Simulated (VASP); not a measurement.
# Ga4Ir (Im-3m) in VASP: further runs, part 2 of 2

VASP 6.6.1.

## Step 3: Relaxation of cell and atoms, PBE

This run uses another cell than the first one, of 19.26 Å³/atom.

Contents of INCAR:

```
SYSTEM = Ga4Ir
ALGO     = Normal         ! electronic algorithm
EDIFF    = 1E-6           ! SCF threshold, eV
EDIFFG   = -0.01          ! ionic threshold
ENCUT    = 600            ! plane-wave cutoff, eV
GGA      = PE             ! functional
IBRION   = 2              ! ionic algorithm
ISIF     = 3              ! what is computed and relaxed
ISMEAR   = 0              ! smearing method
LASPH    = .TRUE.         ! aspherical terms in the spheres
LCHARG   = .FALSE.        ! write CHGCAR
LREAL    = .FALSE.        ! projectors in reciprocal space
LWAVE    = .FALSE.        ! write WAVECAR
NELM     = 100            ! most SCF steps
NSW      = 100            ! ionic steps
PREC     = Accurate       ! precision mode
SIGMA    = 0.1            ! smearing width, eV
```

Contents of KPOINTS:

```
k-points
0
G
  10 10 10
  0 0 0
```

Contents of POSCAR:

```
Ga4Ir
1.0
   -2.8876265406      2.8876265406      2.8876265406
    2.8876265406     -2.8876265406      2.8876265406
    2.8876265406      2.8876265406     -2.8876265406
Ga Ir
4 1
Direct
    0.0000000000      0.0000000000      0.5000000000
    0.5000000000      0.0000000000      0.0000000000
    0.5000000000      0.5000000000      0.5000000000
    0.0000000000      0.5000000000      0.0000000000
    0.0000000000      0.0000000000      0.0000000000
```

Potentials or basis: VASP PAW PBE potentials, release 64 (Ga_d, Ir).

Launch:

```console
$ cat potpaw_PBE.64/Ga_d/POTCAR potpaw_PBE.64/Ir/POTCAR > POTCAR
$ mpirun -np 1 vasp_std > vasp.out
```

OUTCAR:

```text
SYSTEM = Ga4Ir
   EDIFF = 1E-6
   EDIFFG = -0.01
   ENCUT = 600
   GGA = PE
   IBRION = 2
   ISIF = 3
   ISMEAR = 0
   LASPH = .TRUE.
   LREAL = .FALSE.
   NELM = 100
   NSW = 100
   PREC = Accurate

 ion  position               nearest neighbor table
   1  0.000  0.000  0.500-   5 2.50   5 2.50   4 2.89   2 2.89   3 2.89   4 2.89   2 2.89   3 2.89

   2  0.500  0.000  0.000-   5 2.50   5 2.50   4 2.89   1 2.89   3 2.89   3 2.89   1 2.89   4 2.89

   3  0.500  0.500  0.500-   5 2.50   5 2.50   4 2.89   1 2.89   2 2.89   4 2.89   1 2.89   2 2.89

   4  0.000  0.500  0.000-   5 2.50   5 2.50   3 2.89   1 2.89   2 2.89   1 2.89   3 2.89   2 2.89

   5  0.000  0.000  0.000-   1 2.50   2 2.50   3 2.50   4 2.50   1 2.50   4 2.50   2 2.50   3 2.50

  LATTYP: Found a body centered cubic cell.
 ALAT       =     5.7752530812

  Lattice vectors:

 A1 = (  -2.8876265406,   2.8876265406,   2.8876265406)
 A2 = (   2.8876265406,  -2.8876265406,   2.8876265406)
 A3 = (   2.8876265406,   2.8876265406,  -2.8876265406)

Analysis of symmetry for initial positions (statically):
=====================================================================
 Subroutine PRICEL returns:
 Original cell was already a primitive cell.

 Routine SETGRP: Setting up the symmetry group for a
 body centered cubic supercell.

 Subroutine GETGRP returns: Found 48 space group operations
 (whereof 48 operations were pure point group operations)
 out of a pool of 48 trial point group operations.

The static configuration has the point symmetry O_h .

Analysis of symmetry for dynamics (positions and initial velocities):
=====================================================================
 Subroutine PRICEL returns:
 Original cell was already a primitive cell.

 Routine SETGRP: Setting up the symmetry group for a
 body centered cubic supercell.

 Subroutine GETGRP returns: Found 48 space group operations
 (whereof 48 operations were pure point group operations)
 out of a pool of 48 trial point group operations.
[... 134 lines left out ...]
   AEXX    =    0.0000 exact exchange contribution
   IVDW    =     0    specifies the selected vdW correction
   LEPSILON=     F    determine dielectric tensor
   LRPA    =     F    only Hartree local field effects (RPA)
 conjugate gradient relaxation of ions
 non-spin polarized calculation
 Gauss-broadening in eV      SIGMA  =   0.10
  energy-cutoff  :      600.00
  volume of cell :       96.31
 maximum number of plane-waves:      3300
   NGX = 19   NGY = 19   NGZ = 19

--------------------------------------- Ionic step        1  -------------------------------------------

 number of electron      61.0000049 magnetization

 Free energy of the ion-electron system (eV)
  ---------------------------------------------------
  ext. energy  EPLUGINS =         0.00000000
  ---------------------------------------------------
  free energy    TOTEN  =       -20.95878989 eV

  energy without entropy =      -20.93740766  energy(sigma->0) =      -20.94809877

------------------------ aborting loop because EDIFF is reached ----------------------------------------

  FORCE on cell =-STRESS in cart. coord.  units (eV):
  Direction    XX          YY          ZZ          XY          YZ          ZX
  --------------------------------------------------------------------------------------
  -------------------------------------------------------------------------------------
  Total        0.5360703      0.5360703      0.5360703      0.0000000     -0.0000000      0.0000000
  in kB        8.9176265      8.9176265      8.9176265      0.0000000     -0.0000000      0.0000000
  external PRESSURE =       8.9176265 kB  Pullay stress =       0.0000000 kB
[... 65 lines left out ...]
--------------------------------------- Ionic step        3  -------------------------------------------

 number of electron      61.0000039 magnetization

 Free energy of the ion-electron system (eV)
  ---------------------------------------------------
  ext. energy  EPLUGINS =         0.00000000
  ---------------------------------------------------
  free energy    TOTEN  =       -20.96140141 eV

  energy without entropy =      -20.93973610  energy(sigma->0) =      -20.95056876

 E-fermi :   5.6272     XC(G=0): -10.8946

 val. band max:        5.6098977273   @ k =   0.5000   0.5000   0.1000
 cond. band min:       5.6368402314   @ k =   0.4000   0.2000   0.0000
 fundamental gap:      0.0269425042
 Fermi energy:         5.6272170681

 k-point     1 :       0.0000    0.0000    0.0000
  band No.  band energies     occupation
      1      -9.8633      2.00000
      2      -9.8633      2.00000
      3      -9.8532      2.00000
      4      -9.7826      2.00000
      5      -9.7826      2.00000
      6      -9.7516      2.00000
[... 925 lines left out ...]
     35       8.5046      0.00000
     36       9.1985      0.00000

 [... further k-points ...]

------------------------ aborting loop because EDIFF is reached ----------------------------------------

  FORCE on cell =-STRESS in cart. coord.  units (eV):
  Direction    XX          YY          ZZ          XY          YZ          ZX
  --------------------------------------------------------------------------------------
  -------------------------------------------------------------------------------------
  Total        0.0254217      0.0254217      0.0254217      0.0000000     -0.0000000     -0.0000000
  in kB        0.4188489      0.4188489      0.4188489      0.0000000     -0.0000000     -0.0000000
  external PRESSURE =       0.4188489 kB  Pullay stress =       0.0000000 kB
[... 20 lines left out ...]
  FREE ENERGIE OF THE ION-ELECTRON SYSTEM (eV)
  ---------------------------------------------------
  free  energy   TOTEN  =       -20.9614014143 eV

  energy  without entropy=      -20.9397360986  energy(sigma->0) =      -20.95056876

 reached required accuracy - stopping structural energy minimisation
```

Run time: 3 min. Hardware: 1 thread of Intel Xeon 6975P-C (Granite Rapids), shared host; peak memory 0.35 GiB.

Results:

```
Free energy                           : -20.9614 eV
Relaxed volume                        : 19.45 Å³/atom
Relaxed cell                          : a = 5.018 Å, b = 5.018 Å, c = 5.018 Å, α = 109.47°, β = 109.47°, γ = 109.47°
Space group after relaxing (to 0.1 Å) : Im-3m (No. 229)
Energy gained by relaxing             : 0.5 meV/atom
Ionic steps                           : 3
Pressure after relaxing               : 0.0 GPa
Band gap on the k mesh                : zero (an odd number of electrons rules out a gap without spin polarisation)
```

Step by step:
```csv
step,energy change (eV),largest force (eV/Å),pressure (GPa),volume (Å³)
1,0.0000,0.0000,0.89,96.31
2,-0.0016,0.0000,-0.50,97.81
3,-0.0026,0.0000,0.04,97.24
```

Final structure:
```cif
data_structure
_symmetry_space_group_name_H-M 'P 1'
_symmetry_Int_Tables_number 1
_cell_length_a 5.0176
_cell_length_b 5.0176
_cell_length_c 5.0176
_cell_angle_alpha 109.471
_cell_angle_beta 109.471
_cell_angle_gamma 109.471
_cell_volume 97.24
loop_
_atom_site_label
_atom_site_type_symbol
_atom_site_fract_x
_atom_site_fract_y
_atom_site_fract_z
_atom_site_occupancy
Ga1 Ga 0.00000 0.00000 0.50000 1
Ga2 Ga 0.50000 0.00000 0.00000 1
Ga3 Ga 0.50000 0.50000 0.50000 1
Ga4 Ga 0.00000 0.50000 0.00000 1
Ir1 Ir 0.00000 0.00000 0.00000 1
```

Caveat: spin-orbit coupling is left out, which moves the levels of the heavy elements.

## Step 4: Single point, PBE

This run uses another cell than the first one, of 16.93 Å³/atom.

Contents of INCAR:

```
SYSTEM = Ga4Ir
ALGO = Normal
EDIFF = 1E-6
ENCUT = 520
GGA = PE
ISIF = 2
ISMEAR = 0
LASPH = .TRUE.
LCHARG = .FALSE.
LREAL = .FALSE.
LWAVE = .FALSE.
NBANDS = 38
NELM = 100
PREC = Accurate
SIGMA = 0.1
```

Contents of KPOINTS:

```
k-points
0
G
  4 4 4
  0 0 0
```

Edit POSCAR of step 3 so:

```diff
@@ -2,5 +2,5 @@
 1.0
-   -2.8876265406      2.8876265406      2.8876265406
-    2.8876265406     -2.8876265406      2.8876265406
-    2.8876265406      2.8876265406     -2.8876265406
+   -2.7661152600      2.7661152600      2.7661152600
+    2.7661152600     -2.7661152600      2.7661152600
+    2.7661152600      2.7661152600     -2.7661152600
 Ga Ir
```

Launch:

```console
$ cat potpaw_PBE.64/Ga_d/POTCAR potpaw_PBE.64/Ir/POTCAR > POTCAR
$ mpirun -np 1 vasp_std > vasp.out
```

Run time: 15 s. Hardware: 1 thread of Intel Xeon 6975P-C (Granite Rapids), shared host; peak memory 0.21 GiB.

It converged, with:

* Free energy: -20.4208 eV
* Pressure: 17.7 GPa
* Band gap on the k mesh: zero (an odd number of electrons rules out a gap without spin polarisation)

Levels at points of the mesh, in eV from the Fermi level:
```csv
k point,band 28,band 29,band 30,band 31,band 32,band 33
"(0.00, 0.00, 0.00)",-2.15,-2.15,-1.37,-1.37,-1.37,1.83
"(0.50, 0.00, 0.00)",-3.95,-2.62,-0.04,0.16,0.86,2.27
"(0.50, 0.50, 0.50)",-5.15,-5.15,-0.82,-0.82,1.90,4.17
```

Caveat: the k points lie up to 0.40 Å⁻¹ apart, too coarse for converged energies and pressures of a metal; spin-orbit coupling is left out, which moves the levels of the heavy elements.

## Step 5: The runs side by side

```tsv
task	cell	k mesh	cutoff (eV)	gap on the mesh (eV)	pressure (GPa)
single point	a = 5.014 Å, angles 109.5°, 5 atoms	10 × 10 × 10	520	none	0.2
relaxation of cell and atoms	relaxed from a = 5.002 Å, angles 109.5°, 5 atoms	10 × 10 × 10	600	none	0.0
single point	a = 4.791 Å, angles 109.5°, 5 atoms	4 × 4 × 4	520	none	17.7
```

Alike in all rows: level PBE; potentials or basis VASP PAW PBE potentials, release 64 (Ga_d, Ir); no spin polarisation; smearing gaussian 0.1 eV.

Caveats: some runs use coarse meshes; spin-orbit coupling is left out, which moves the levels of the heavy elements.

Absolute energies hang on the potentials; compare differences alone.
